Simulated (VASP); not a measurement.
# MgZn3Se3S in VASP: notebook, part 2 of 2

VASP 6.6.1. The steps go on from the part before.

### 4 Single point, PBE

File INCAR:

```
PREC = Accurate
ENCUT = 520
EDIFF = 1E-7
ISMEAR = 0
SIGMA = 0.1
LREAL = Auto
LASPH = T
NELM = 100
ALGO = Normal
ISIF = 2
LWAVE = F
LCHARG = F
GGA = PE
NBANDS = 76
```

File KPOINTS:

```
Automatic mesh
0
Gamma
  2 2 2
```

File POSCAR:

```
MgZn3Se3S
1.0
    0.0000000000      0.0000000000     -6.6174385881
    0.0000000000     -7.0264790261      0.0000000000
   -8.0809945117      0.0000000000      0.0000000000
Mg Zn Se S
2 6 6 2
Direct
    0.5056122283      0.8498782281      0.5000000000
    0.0056122283      0.1501217719      0.0000000000
    0.5043099790      0.3309303986      0.2566119596
    0.5043099790      0.3309303986      0.7433880404
    0.4865927280      0.8250344864      0.0000000000
    0.0043099790      0.6690696014      0.7566119596
    0.0043099790      0.6690696014      0.2433880404
    0.9865927280      0.1749655136      0.5000000000
    0.6128408646      0.1589731866      0.0000000000
    0.6289170562      0.6631084513      0.2446184117
    0.6289170562      0.6631084513      0.7553815883
    0.1128408646      0.8410268134      0.5000000000
    0.1289170562      0.3368915487      0.2553815883
    0.1289170562      0.3368915487      0.7446184117
    0.6285001087      0.1810547684      0.5000000000
    0.1285001087      0.8189452316      0.0000000000
```

Potentials or basis: VASP PAW PBE potentials, release 64 (Mg, Zn, Se, S).

Command:

```console
$ cat potpaw_PBE.64/Mg/POTCAR potpaw_PBE.64/Zn/POTCAR potpaw_PBE.64/Se/POTCAR potpaw_PBE.64/S/POTCAR > POTCAR
$ mpirun -np 1 vasp_std > vasp.out
```

OUTCAR:

```text
PREC = Accurate
   ENCUT = 520
   EDIFF = 1E-7
   ISMEAR = 0
   LREAL = Auto
   LASPH = T
   NELM = 100
   ISIF = 2
   GGA = PE

 ion  position               nearest neighbor table
   1  0.506  0.850  0.500-  15 2.47  11 2.58  10 2.58  12 2.60
   2  0.006  0.150  0.000-  16 2.47  14 2.58  13 2.58   9 2.60
   3  0.504  0.331  0.257-  15 2.38  10 2.48  13 2.48   9 2.51
   4  0.504  0.331  0.743-  15 2.38  11 2.48  14 2.48   9 2.51
   5  0.487  0.825  0.000-  16 2.37  11 2.47  10 2.47   9 2.49
   6  0.004  0.669  0.757-  16 2.38  14 2.48  11 2.48  12 2.51
[... 8 lines left out ...]
  15  0.629  0.181  0.500-   8 2.37   4 2.38   3 2.38   1 2.47
  16  0.129  0.819  0.000-   5 2.37   6 2.38   7 2.38   2 2.47

  LATTYP: Found a simple orthorhombic cell.
 ALAT       =     6.6174385881
 B/A-ratio  =     1.0618125023
 C/A-ratio  =     1.2211665290

  Lattice vectors:

 A1 = (   0.0000000000,   0.0000000000,  -6.6174385881)
 A2 = (   0.0000000000,  -7.0264790261,   0.0000000000)
 A3 = (  -8.0809945117,   0.0000000000,   0.0000000000)

Analysis of symmetry for initial positions (statically):
=====================================================================
 Subroutine PRICEL returns:
 Original cell was already a primitive cell.

 Routine SETGRP: Setting up the symmetry group for a
 simple orthorhombic supercell.

 Subroutine GETGRP returns: Found  4 space group operations
 (whereof  2 operations were pure point group operations)
 out of a pool of  8 trial point group operations.

The static configuration has the point symmetry C_1h.
 The point group associated with its full space group is C_2v.

Analysis of symmetry for dynamics (positions and initial velocities):
=====================================================================
 Subroutine PRICEL returns:
 Original cell was already a primitive cell.

 Routine SETGRP: Setting up the symmetry group for a
 simple orthorhombic supercell.

[... 139 lines left out ...]
  Thomas-Fermi vector in A             =   2.268016
   LORBIT       =      0    0 simple, 1 ext, 2 COOP (PROOUT), +10 PAW based schemes
   GGA     = PE    functional components
   LHFCALC =     F    Hartree Fock is set to
   AEXX    =    0.0000 exact exchange contribution
   IVDW    =     0    specifies the selected vdW correction
   LEPSILON=     F    determine dielectric tensor
   LRPA    =     F    only Hartree local field effects (RPA)
 non-spin polarized calculation
 Gauss-broadening in eV      SIGMA  =   0.10
  energy-cutoff  :      520.00
  volume of cell :      375.74
 maximum number of plane-waves:     10194
 NGX is ok and might be reduce to    50
   NGX = 25   NGY = 27   NGZ = 31

 number of electron     123.9999974 magnetization

 Free energy of the ion-electron system (eV)
  ---------------------------------------------------
  ext. energy  EPLUGINS =         0.00000000
  ---------------------------------------------------
  free energy    TOTEN  =       -52.64239326 eV

  energy without entropy =      -52.64239326  energy(sigma->0) =      -52.64239326

 E-fermi :   1.7717     XC(G=0):  -8.9436

 val. band max:        1.3038347418   @ k =   0.0000   0.0000   0.0000
 cond. band min:       2.9771794250   @ k =   0.0000   0.0000   0.0000
 fundamental gap:      1.6733446832
 Fermi energy:         1.7716799637

 k-point     1 :       0.0000    0.0000    0.0000
  band No.  band energies     occupation
      1     -11.3789      2.00000
      2     -10.7565      2.00000
      3     -10.6785      2.00000
      4     -10.6455      2.00000
      5     -10.5888      2.00000
      6     -10.4698      2.00000
[... 605 lines left out ...]
     73       6.7220      0.00000
     74       6.7220      0.00000
 [bands above 74 left out]

------------------------ aborting loop because EDIFF is reached ----------------------------------------

  FORCE on cell =-STRESS in cart. coord.  units (eV):
  Direction    XX          YY          ZZ          XY          YZ          ZX
  --------------------------------------------------------------------------------------
  -------------------------------------------------------------------------------------
  Total        0.6832229      0.1246950      0.0087919      0.0000000      0.0000000      0.0000000
  in kB        2.9132687      0.5317007      0.0374889      0.0000000      0.0000000      0.0000000
  external PRESSURE =       1.1608194 kB  Pullay stress =       0.0000000 kB

 VOLUME and BASIS-vectors are now :
 -----------------------------------------------------------------------------
  energy-cutoff  :      520.00
  volume of cell :      375.74
      direct lattice vectors                 reciprocal lattice vectors
     0.000000000  0.000000000 -6.617438588     0.000000000  0.000000000 -0.151115872
     0.000000000 -7.026479026  0.000000000     0.000000000 -0.142318791  0.000000000
    -8.080994512  0.000000000  0.000000000    -0.123747145  0.000000000  0.000000000

 POSITION                                       TOTAL-FORCE (eV/Angst)
 -----------------------------------------------------------------------------------
     -4.04050     -5.97165     -3.34586         0.000000      0.005852      0.006222
      0.00000     -1.05483     -0.03714         0.000000     -0.005852      0.006222
     -2.07368     -2.32528     -3.33724        -0.005654     -0.007366      0.003190
     -6.00731     -2.32528     -3.33724         0.005654     -0.007366      0.003190
      0.00000     -5.79709     -3.22000         0.000000     -0.001483      0.008717
     -6.11418     -4.70120     -0.02852        -0.005654      0.007366      0.003190
[... 8 lines left out ...]
     -4.04050     -1.27218     -4.15906         0.000000      0.018959     -0.000611
      0.00000     -5.75430     -0.85034         0.000000     -0.018959     -0.000611
 -----------------------------------------------------------------------------------
    total drift:                               -0.000005     -0.000000     -0.004486

  FREE ENERGIE OF THE ION-ELECTRON SYSTEM (eV)
  ---------------------------------------------------
  free  energy   TOTEN  =       -52.6423932576 eV

  energy  without entropy=      -52.6423932576  energy(sigma->0) =      -52.64239326
```

OSZICAR:

```text
N       E                     dE             d eps       ncg     rms          rms(c)
DAV:   1     0.100164482231E+04    0.10016E+04   -0.52802E+04  1216   0.171E+03
DAV:   2     0.110812778317E+03   -0.89083E+03   -0.85276E+03  1216   0.407E+02
DAV:   3    -0.462226617729E+02   -0.15704E+03   -0.15386E+03  1376   0.157E+02
[... 11 lines left out ...]
DAV:  15    -0.526423918866E+02   -0.50203E-05   -0.30703E-05  1400   0.691E-02    0.909E-03
DAV:  16    -0.526423923852E+02   -0.49857E-06   -0.35673E-06  1448   0.236E-02    0.735E-03
DAV:  17    -0.526423934653E+02   -0.10801E-05   -0.30490E-06  1292   0.808E-03    0.309E-03
DAV:  18    -0.526423932000E+02    0.26534E-06   -0.36268E-07  1184   0.904E-03    0.145E-03
DAV:  19    -0.526423932576E+02   -0.57609E-07   -0.18295E-07   920   0.262E-03
   1 F= -.52642393E+02 E0= -.52642393E+02  d E =-.239120E-11
```

stdout:

```text
POSCAR found type information on POSCAR MgZnSeS
 POSCAR found :  4 types and      16 ions
 scaLAPACK will be used
 LDA part: xc-table for (Slater+PW92), standard interpolation
 POSCAR, INCAR and KPOINTS ok, starting setup
 FFT: planning ... GRIDC
 FFT: planning ... GRID_SOFT
 FFT: planning ... GRID
 WAVECAR not read
 entering main loop
```

Wall time 3.3 min (1 thread of Intel Xeon 6975P-C (Granite Rapids), shared host); peak memory 0.47 GiB.

What came out:

| Quantity | Value |
| --- | --- |
| Free energy | -52.6424 eV |
| Pressure | 0.1 GPa |
| Largest force | 0.029 eV/Å |
| Band gap on the k mesh | 1.67 eV, direct |

Forces in eV/Å, atoms in the order of the input:
```
Mg   0.000  0.006  0.006
Mg   0.000 -0.006  0.006
Zn  -0.006 -0.007  0.003
Zn   0.006 -0.007  0.003
Zn   0.000 -0.001  0.009
Zn  -0.006  0.007  0.003
Zn   0.006  0.007  0.003
Zn   0.000  0.001  0.009
Se   0.000  0.008 -0.028
Se  -0.026 -0.008  0.004
Se   0.026 -0.008  0.004
Se   0.000 -0.008 -0.028
Se   0.026  0.008  0.004
Se  -0.026  0.008  0.004
S    0.000  0.019 -0.001
S    0.000 -0.019 -0.001
```

Caveat: the k points lie up to 0.47 Å⁻¹ apart.

### 5 Overview

| cell | smearing | gap on the mesh (eV) | pressure (GPa) | largest force (eV/Å) |
| --- | --- | --- | --- | --- |
| a = 6.608, b = 7.016, c = 8.104 Å, 16 atoms | gaussian 0.1 eV | 1.69 | 0.1 | 0.03 |
| a = 8.100, b = 7.019, c = 6.602 Å, 16 atoms | gaussian 0.15 eV | 1.69 | 0.2 | 0.05 |
| a = 6.617, b = 7.026, c = 8.081 Å, 16 atoms | gaussian 0.1 eV | 1.67 | 0.1 | 0.03 |

Alike in all rows: task single point; level PBE; potentials or basis VASP PAW PBE potentials, release 64 (Mg, Zn, Se, S); no spin polarisation; k mesh 2 × 2 × 2; cutoff (eV) 520.

Caveats: all runs use coarse meshes.

Total energies depend on the potentials used, so only differences within one code and one set of settings carry meaning.
